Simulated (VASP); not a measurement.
Set up this calculation in VASP 6.6.1, as the native input.

* Task: single point
* Functional: PBE
* Potentials or basis: VASP PAW PBE potentials, release 64 (Si, Co)
* Cutoff: 520 eV
* k mesh: 12 × 12 × 12
* Occupations: gaussian, width 0.1 eV
* Spin: no spin polarisation
* Dipole correction: no
* Further INCAR settings: ALGO = Normal; EDIFF = 1e-07; NBANDS = 18

The structure of CoSi3 lies in POSCAR:

```
CoSi3
1.0
    3.9181465612      0.0000000000      0.0000000000
    0.0000000000      3.9181465612      0.0000000000
    0.0000000000      0.0000000000      3.9181465612
Si Co
3 1
Direct
    0.0000000000      0.5000000000      0.5000000000
    0.5000000000      0.0000000000      0.5000000000
    0.5000000000      0.5000000000      0.0000000000
    0.0000000000      0.0000000000      0.0000000000
```

One way to write it, as run:

INCAR

```
SYSTEM = CoSi3
ALGO = Normal ; EDIFF = 1E-7
ENCUT = 520 ; GGA = PE
ISIF = 2 ; ISMEAR = 0
LASPH = .True. ; LCHARG = .True.
LELF = .True. ; LREAL = .False.
LVHAR = .True. ; LWAVE = .False.
NBANDS = 18 ; NELM = 100
PREC = Accurate ; SIGMA = 0.1
```

KPOINTS

```
k-points
0
Gamma
  12 12 12
  0 0 0
```

Potentials or basis: VASP PAW PBE potentials, release 64 (Si, Co).

Run with:

```bash
$ cat potpaw_PBE.64/Si/POTCAR potpaw_PBE.64/Co/POTCAR > POTCAR
$ mpirun -np 1 vasp_std > vasp.out
```

It gave:

```json
{"Pressure": "-15.3 GPa"}
```

Run time: 98 s on 1 thread of Intel(R) Xeon(R) Platinum 8259CL CPU @ 2.50GHz (Skylake/Cascade Lake), with other jobs on the host, peak memory 0.22 GiB.
